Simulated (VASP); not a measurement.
A run of VASP 6.6.1 is set up as follows.

INCAR

```
PREC = Accurate
ENCUT = 600
EDIFF = 1E-7
ISMEAR = -1
SIGMA = 0.03
LREAL = F
LASPH = T
NELM = 120
ALGO = Normal
ISIF = 3
LWAVE = F
LCHARG = F
GGA = PS
IBRION = 2
NSW = 100
EDIFFG = -0.01
GGA_COMPAT = F
NELMIN = 4
```

Contents of KPOINTS:

```
regular mesh
0
Gamma
  6 6 4
```

The input POSCAR:

```
NaPtN
1.0
    3.5004643200      0.0000000000      0.0000000000
    0.0000000000      3.5004643200      0.0000000000
    0.0000000000      0.0000000000      6.1789131900
Na Pt N
2 2 2
Direct
    0.0000000000      0.5000000000      0.8048321900
    0.5000000000      0.0000000000      0.1951678100
    0.5000000000      0.0000000000      0.6450958200
    0.0000000000      0.5000000000      0.3549041800
    0.5000000000      0.5000000000      0.0000000000
    0.0000000000      0.0000000000      0.0000000000
```

Potentials or basis: VASP PAW PBE potentials, release 64 (Na_pv, Pt, N).

Launch:

```sh
$ cat potpaw_PBE.64/Na_pv/POTCAR potpaw_PBE.64/Pt/POTCAR potpaw_PBE.64/N/POTCAR > POTCAR
$ mpirun -np 1 vasp_std > vasp.out
```

Q: Estimate the band gap on the k mesh.

A: Zero (band 22 reaches 5.38 eV, above the bottom of band 23 at 5.18 eV).

Q: Predict the relaxed volume.

A: 15.22 Å³/atom.

Q: Estimate the relaxed cell.

A: a = 4.029 Å, b = 4.029 Å, c = 5.627 Å, α = 90.00°, β = 90.00°, γ = 90.00°.

Q: What does it give for the space group after relaxing (to 0.05 Å)?

A: P4/nmm (No. 129).

Forces in eV/Å, atoms in the order of the input:
```
Na   0.000  0.000 -0.003
Na   0.000  0.000  0.003
Pt   0.000  0.000 -0.004
Pt   0.000  0.000  0.004
N    0.000  0.000  0.000
N    0.000  0.000  0.000
```

Caveat: the volume moved by over 15 % at a fixed basis, so the end points are rough; the PAW data sets were made with another functional, which shifts forces and pressure a little; spin-orbit coupling is left out, which moves the levels of the heavy elements.
